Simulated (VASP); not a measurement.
Write the native input for VASP 6.6.1 that does the following.

| Quantity | Value |
| --- | --- |
| Task | single point |
| Functional | PBEsol |
| Potentials or basis | VASP PAW PBE potentials, release 64 (Sb) |
| Cutoff | 500 eV |
| k mesh | 6 × 6 × 3 |
| Occupations | fermi-dirac, width 0.1 eV |
| Spin | no spin polarisation |
| Dipole correction | no |
| Further INCAR settings | ALGO = Normal; EDIFF = 1e-06; NBANDS = 8 |

The structure of Sb lies in POSCAR:

```
Sb
1.0
    4.6643400000      0.0000000000      0.0000000000
   -2.3321700000      4.0394370000      0.0000000000
    0.0000000000      0.0000000000      7.3603450000
Sb
1
Direct
    0.6666666667      0.3333333333      0.2250700000
```

This isn't the form of Sb at room conditions, which is rhombohedral.

These files were run (other wordings do the same):

INCAR

```
PREC     = Accurate       # precision mode
ENCUT    = 500            # plane-wave cutoff, eV
EDIFF    = 1E-6           # SCF threshold, eV
ISMEAR   = -1             # smearing method
SIGMA    = 0.1            # smearing width, eV
LREAL    = F              # projectors in reciprocal space
LASPH    = T              # aspherical terms in the spheres
NELM     = 120            # most SCF steps
ALGO     = Normal         # electronic algorithm
ISIF     = 2              # what is computed and relaxed
LWAVE    = F              # write WAVECAR
LCHARG   = F              # write CHGCAR
GGA      = PS             # functional
NBANDS   = 8              # bands
GGA_COMPAT= F
```

KPOINTS

```
Automatic mesh
0
Gamma
  6 6 3
```

Potentials or basis: VASP PAW PBE potentials, release 64 (Sb).

Launch:

```bash
$ cat potpaw_PBE.64/Sb/POTCAR > POTCAR
$ mpirun -np 1 vasp_std > vasp.out
```

Results of the run:

```json
{
  "Pressure": "-2.2 GPa",
  "Band gap on the k mesh": "zero (an odd number of electrons rules out a gap without spin polarisation)"
}
```

Caveat: the PAW data sets were made with another functional, which shifts forces and pressure a little; spin-orbit coupling is left out, which moves the levels of the heavy elements; an odd number of electrons without spin polarisation forces a metal; a magnetic or distorted state may lie lower.

Run time: 25 s on 1 thread of Intel Xeon 8259CL, with other jobs on the host, peak memory 0.23 GiB.
